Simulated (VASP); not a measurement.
# FeO (P6_3mc) in VASP: single point with PBE

Aim: the single point of FeO with PBE.

All numbers are computed with VASP 6.6.1; they aren't measurements. Logs are shortened: lines on timing, memory, paths and dates and some standing lists are left out, and cuts for length are marked.

**1. The cell of the first run**

Symmetry: P6_3mc, No. 186, hexagonal system. Conventional cell: a = 3.094 Å, b = 3.094 Å, c = 5.733 Å, α = 90.00°, β = 90.00°, γ = 120.00°. Fe (site symmetry 3m) has 4 O at 1.92 to 2.02 Å within 2.5 Å. O (site symmetry 3m) has 4 Fe at 1.92 to 2.02 Å within 2.5 Å.

**2. Single point, PBE, collinear spin, ferromagnetic start**

Input file INCAR:

```
PREC = Accurate
ENCUT = 1340
EDIFF = 1E-6
ISMEAR = 0
SIGMA = 0.1
LREAL = False
LASPH = True
NELM = 200
ALGO = Normal
ISIF = 2
LWAVE = False
LCHARG = False
ISPIN = 2
MAGMOM = 3.53 3.53 0.35 0.35
LORBIT = 11
LMAXMIX = 4
GGA = PE
NBANDS = 34
GGA_COMPAT = False
```

Input file KPOINTS:

```
Automatic mesh
0
Gamma
  6 6 4
```

Input file POSCAR:

```
FeO
1.0
    3.0937912068      0.0000000000      0.0000000000
   -1.5468956034      2.6793017791      0.0000000000
    0.0000000000      0.0000000000      5.7334606047
Fe O
2 2
Direct
    0.3333333333      0.6666666667      0.0239860142
    0.6666666667      0.3333333333      0.5239860142
    0.3333333333      0.6666666667      0.3581139858
    0.6666666667      0.3333333333      0.8581139858
```

Potentials or basis: VASP PAW PBE potentials, release 64 (Fe_sv, O_h).

Launch:

```
> cat potpaw_PBE.64/Fe_sv/POTCAR potpaw_PBE.64/O_h/POTCAR > POTCAR
> mpirun -np 1 vasp_std > vasp.out
```

OUTCAR:

```text
PREC = Accurate
   ENCUT = 1340
   EDIFF = 1E-6
   ISMEAR = 0
   LREAL = False
   LASPH = True
   NELM = 200
   ISIF = 2
   ISPIN = 2
   LORBIT = 11
   GGA = PE

 ion  position               nearest neighbor table
   1  0.333  0.667  0.024-   3 1.92   4 2.02   4 2.02   4 2.02
   2  0.667  0.333  0.524-   4 1.92   3 2.02   3 2.02   3 2.02
   3  0.333  0.667  0.358-   1 1.92   2 2.02   2 2.02   2 2.02
   4  0.667  0.333  0.858-   2 1.92   1 2.02   1 2.02   1 2.02

  LATTYP: Found a hexagonal cell.
 ALAT       =     3.0937912068
 C/A-ratio  =     1.8532151078

  Lattice vectors:

 A1 = (   3.0937912068,   0.0000000000,   0.0000000000)
 A2 = (  -1.5468956034,   2.6793017791,   0.0000000000)
 A3 = (   0.0000000000,   0.0000000000,   5.7334606047)

Analysis of symmetry for initial positions (statically):
=====================================================================
 Subroutine PRICEL returns:
 Original cell was already a primitive cell.

 Routine SETGRP: Setting up the symmetry group for a
 hexagonal supercell.

 Subroutine GETGRP returns: Found 12 space group operations
 (whereof  6 operations were pure point group operations)
 out of a pool of 24 trial point group operations.

The static configuration has the point symmetry C_3v.
 The point group associated with its full space group is C_6v.

Analysis of symmetry for dynamics (positions and initial velocities):
=====================================================================
 Subroutine PRICEL returns:
 Original cell was already a primitive cell.

 Routine SETGRP: Setting up the symmetry group for a
 hexagonal supercell.

 Subroutine GETGRP returns: Found 12 space group operations
 (whereof  6 operations were pure point group operations)
 out of a pool of 24 trial point group operations.

The dynamic configuration has the point symmetry C_3v.
 The point group associated with its full space group is C_6v.

Analysis of structural, dynamic, and magnetic symmetry:
=====================================================================
 Subroutine PRICEL returns:
 Original cell was already a primitive cell.

 Routine SETGRP: Setting up the symmetry group for a
 hexagonal supercell.

 Subroutine GETGRP returns: Found 12 space group operations
 (whereof  6 operations were pure point group operations)
 out of a pool of 24 trial point group operations.

The overall configuration has the point symmetry C_3v.
 The point group associated with its full space group is C_6v.

 Subroutine INISYM returns: Found 12 space group operations
 (whereof  6 operations are pure point group operations),
 and found     1 'primitive' translations

----------------------------------------------------------------------------------------

                                     Primitive cell

  volume of cell :      47.5258

  direct lattice vectors                    reciprocal lattice vectors
     3.093791207  0.000000000  0.000000000     0.323228018  0.186615783  0.000000000
    -1.546895603  2.679301779  0.000000000     0.000000000  0.373231566  0.000000000
     0.000000000  0.000000000  5.733460605     0.000000000  0.000000000  0.174414733

  length of vectors
     3.093791207  3.093791207  5.733460605     0.373231566  0.373231566  0.174414733

  position of ions in fractional coordinates (direct lattice)
     0.333333333  0.666666667  0.023986014
     0.666666667  0.333333333  0.523986014
     0.333333333  0.666666667  0.358113986
     0.666666667  0.333333333  0.858113986

  ion indices of the primitive-cell ions
   primitive index   ion index
                 1           1
                 2           2
                 3           3
                 4           4

----------------------------------------------------------------------------------------

 KPOINTS: Automatic mesh

Automatic generation of k-mesh.
 Grid dimensions read from file:
 generate k-points for:    6    6    4

 Generating k-lattice:

  Cartesian coordinates                     Fractional coordinates (reciprocal lattice)
     0.053871336  0.031102631  0.000000000     0.166666667  0.000000000  0.000000000
     0.000000000  0.062205261  0.000000000     0.000000000  0.166666667  0.000000000
     0.000000000  0.000000000  0.043603683     0.000000000  0.000000000  0.250000000

  Length of vectors
     0.062205261  0.062205261  0.043603683

  Shift w.r.t. Gamma in fractional coordinates (k-lattice)
     0.000000000  0.000000000  0.000000000

 Subroutine IBZKPT returns following result:
 ===========================================

 Found     21 irreducible k-points:

 Following reciprocal coordinates:
            Coordinates               Weight
  0.000000  0.000000  0.000000      1.000000
  0.166667 -0.000000  0.000000      6.000000
  0.333333 -0.000000  0.000000      6.000000
  0.500000 -0.000000  0.000000      3.000000
  0.166667  0.166667  0.000000      6.000000
  0.333333  0.166667  0.000000     12.000000
[... 13 lines left out ...]
  0.333333  0.166667  0.500000     12.000000
  0.333333  0.333333  0.500000      2.000000
   k-points           NKPTS =     21   k-points in BZ     NKDIM =     21   number of bands    NBANDS=     34
   number of dos      NEDOS =    301   number of ions     NIONS =      4
   total plane-waves  NPLWV = 112000
   dimension x,y,z NGX =    40 NGY =   40 NGZ =   70
   dimension x,y,z NGXF=    80 NGYF=   80 NGZF=  140
   ions per type =               2   2
   NGX,Y,Z   is equivalent  to a cutoff of  21.49, 21.49, 20.30 a.u.
   NGXF,Y,Z  is equivalent  to a cutoff of  42.99, 42.99, 40.59 a.u.
 SYSTEM =  unknown system
   PREC   = accura    normal or accurate (medium, high low for compatibility)
   ISTART =      0    job   : 0-new  1-cont  2-samecut
   ICHARG =      2    charge: 1-file 2-atom 10-const
   ISPIN  =      2    spin polarized calculation?
   LNONCOLLINEAR =      F non collinear calculations
   LSORBIT =      F    spin-orbit coupling
   LASPH  =      T    aspherical Exc in radial PAW
   ENCUT  = 1340.0 eV  98.49 Ry    9.92 a.u.   9.23  9.23 17.11*2*pi/ulx,y,z
   NELM   =    200;   NELMIN=  2; NELMDL= -5     # of ELM steps
   EDIFF  = 0.1E-05   stopping-criterion for ELM
   LREAL  =      F    real-space projection
   EDIFFG = 0.1E-04   stopping-criterion for IOM
   NSW    =      0    number of steps for IOM
   IBRION =     -1    ionic relax: 0-MD 1-quasi-New 2-CG
   NFREE  =      0    steps in history (QN), initial steepest desc. (CG)
   ISIF   =      2    stress and relaxation
   ISYM   =      2    0-nonsym 1-usesym 2-fastsym
   POTIM  = 0.5000    time-step for ionic-motion
   TEBEG  =    0.0;   TEEND  =   0.0 temperature during run
   PSTRESS=    0.0 pullay stress
   NELECT =      44.0000    total number of electrons
   NUPDOWN=      -1.0000    fix difference up-down
   EMIN   =  10.00;   EMAX   =-10.00  energy-range for DOS
   EFERMI =   0.00;   METHOD = LEGACY
   ISMEAR =     0;   SIGMA  =   0.10  broadening in eV -4-tet -1-fermi 0-gaus
   EFERMI_NEDOS =   21; number of points for ismear=-14 and -15
   IALGO  =     38    algorithm
   IMIX   =      4    mixing-type and parameters
     AMIX     =   0.40;   BMIX     =  1.00
     AMIX_MAG =   1.60;   BMIX_MAG =  1.00
  volume/ion in A,a.u.               =      11.88        80.18
  Fermi-wavevector in a.u.,A,eV,Ry     =   1.595570  3.015190 34.638312  2.545844
  Thomas-Fermi vector in A             =   2.693468
   LORBIT       =     11    0 simple, 1 ext, 2 COOP (PROOUT), +10 PAW based schemes
   GGA     = PE    functional components
   LHFCALC =     F    Hartree Fock is set to
   AEXX    =    0.0000 exact exchange contribution
   IVDW    =     0    specifies the selected vdW correction
   LEPSILON=     F    determine dielectric tensor
   LRPA    =     F    only Hartree local field effects (RPA)
 spin polarized calculation
 Gauss-broadening in eV      SIGMA  =   0.10
  energy-cutoff  :     1340.00
  volume of cell :       47.53
 maximum number of plane-waves:      5321
 NGX is ok and might be reduce to    40
   NGX = 19   NGY = 19   NGZ = 35

 number of electron      44.0000002 magnetization       8.0003394

 Free energy of the ion-electron system (eV)
  ---------------------------------------------------
  ext. energy  EPLUGINS =         0.00000000
  ---------------------------------------------------
  free energy    TOTEN  =       -30.19383847 eV

  energy without entropy =      -30.18610466  energy(sigma->0) =      -30.18997157

 E-fermi :   7.7113     XC(G=0): -11.3814

 val. band max:        7.6905474614   @ k =   0.1667  -0.0000   0.5000
 cond. band min:       7.7205674413   @ k =   0.0000   0.0000   0.0000
 fundamental gap:      0.0300199799
 Fermi energy:         7.7113234731

 spin component 1

 k-point     1 :       0.0000    0.0000    0.0000
  band No.  band energies     occupation
      1     -82.1147      1.00000
      2     -82.1135      1.00000
      3     -48.2613      1.00000
      4     -48.2414      1.00000
      5     -48.0942      1.00000
      6     -48.0942      1.00000
[... 766 lines left out ...]
     33      21.2432      0.00000
     34      21.2432      0.00000
 Fermi energy:         7.7113234731

 spin component 2

 k-point     1 :       0.0000    0.0000    0.0000
  band No.  band energies     occupation
      1     -77.9923      1.00000
      2     -77.9908      1.00000
      3     -44.1460      1.00000
      4     -44.1191      1.00000
      5     -44.1152      1.00000
      6     -44.1152      1.00000
[... 766 lines left out ...]
     33      21.6428      0.00000
     34      21.6428      0.00000

------------------------ aborting loop because EDIFF is reached ----------------------------------------

  FORCE on cell =-STRESS in cart. coord.  units (eV):
  Direction    XX          YY          ZZ          XY          YZ          ZX
  --------------------------------------------------------------------------------------
  -------------------------------------------------------------------------------------
  Total       -0.2168685     -0.2168685     -0.1971418      0.0000000      0.0000000      0.0000000
  in kB       -7.3110134     -7.3110134     -6.6459933      0.0000000      0.0000000      0.0000000
  external PRESSURE =      -7.0893400 kB  Pullay stress =       0.0000000 kB

 VOLUME and BASIS-vectors are now :
 -----------------------------------------------------------------------------
  energy-cutoff  :     1340.00
  volume of cell :       47.53
      direct lattice vectors                 reciprocal lattice vectors
     3.093791207  0.000000000  0.000000000     0.323228018  0.186615783  0.000000000
    -1.546895603  2.679301779  0.000000000     0.000000000  0.373231566  0.000000000
     0.000000000  0.000000000  5.733460605     0.000000000  0.000000000  0.174414733

 POSITION                                       TOTAL-FORCE (eV/Angst)
 -----------------------------------------------------------------------------------
     -0.00000      1.78620      0.13752         0.000000     -0.000000     -0.019422
      1.54690      0.89310      3.00425        -0.000000      0.000000     -0.019422
     -0.00000      1.78620      2.05323        -0.000000     -0.000000      0.019422
      1.54690      0.89310      4.91996         0.000000     -0.000000      0.019422
 -----------------------------------------------------------------------------------
    total drift:                               -0.000001      0.000000      0.000534

  FREE ENERGIE OF THE ION-ELECTRON SYSTEM (eV)
  ---------------------------------------------------
  free  energy   TOTEN  =       -30.1938384723 eV

  energy  without entropy=      -30.1861046647  energy(sigma->0) =      -30.18997157

 total charge

# of ion       s       p       d       tot
------------------------------------------
    1        2.124   6.017   5.464  13.606
    2        2.124   6.017   5.464  13.606
    3        1.036   2.318   0.000   3.354
    4        1.036   2.318   0.000   3.354
--------------------------------------------------
tot          6.320  16.671  10.928  33.919

 magnetization (x)

# of ion       s       p       d       tot
------------------------------------------
    1        0.016   0.017   3.403   3.435
    2        0.016   0.017   3.403   3.435
    3        0.020   0.216   0.000   0.236
    4        0.020   0.216   0.000   0.236
--------------------------------------------------
tot          0.072   0.466   6.805   7.343
```

Wall time 5.9 min (1 thread of Intel Xeon Platinum 8259CL at 2.50GHz (Skylake/Cascade Lake), shared host); peak memory 0.52 GiB.

Results:

- Free energy: -30.1938 eV
- Pressure: -0.7 GPa
- Largest force: 0.019 eV/Å
- Band gap on the k mesh: zero (filled and empty bands overlap)
- Net moment: 8.00 μB per cell
- Site moments: Fe +3.44; O +0.24 μB
- Valence electrons inside the program's atomic spheres: Fe 13.61; O 3.35

Forces in eV/Å, atoms in the order of the input:
```
Fe   0.000  0.000 -0.019
Fe   0.000  0.000 -0.019
O    0.000  0.000  0.019
O    0.000  0.000  0.019
```

Levels at points of the mesh, in eV from the Fermi level:
Spin up:
| k point | band 23 | band 24 | band 25 | band 26 | band 27 | band 28 | band 29 | band 30 |
| --- | --- | --- | --- | --- | --- | --- | --- | --- |
| (0.00, 0.00, 0.00) | -1.47 | -1.09 | -0.30 | -0.30 | 0.31 | 5.11 | 5.71 | 11.70 |
| (0.50, 0.00, 0.00) | -2.28 | -2.07 | -1.60 | -0.64 | 4.89 | 5.47 | 6.12 | 9.17 |
| (0.00, 0.00, 0.50) | -0.87 | -0.87 | -0.87 | -0.87 | 2.03 | 2.03 | 8.85 | 8.85 |
| (0.50, 0.00, 0.50) | -1.70 | -1.70 | -1.41 | -1.41 | 4.66 | 4.66 | 7.45 | 7.45 |
Spin down:
```csv
k point,band 15,band 16,band 17,band 18,band 19,band 20,band 21,band 22
"(0.00, 0.00, 0.00)",-4.14,-4.14,-0.37,-0.23,0.01,0.01,0.59,0.59
"(0.50, 0.00, 0.00)",-4.73,-4.14,-0.88,-0.35,0.42,0.65,0.76,0.78
"(0.00, 0.00, 0.50)",-4.37,-4.37,0.28,0.28,0.28,0.28,0.35,0.35
"(0.50, 0.00, 0.50)",-4.46,-4.46,-0.39,-0.39,0.58,0.58,0.76,0.76
```

Caveat: the k points lie up to 0.39 Å⁻¹ apart; semilocal functionals often make such compounds metallic where correlation or magnetic order opens a gap, which also shifts bond lengths; the run started ferromagnetic, and an antiferromagnetic order may lie lower in energy.

The gap in the log of VASP goes by the Fermi energy; the results here count the filled bands.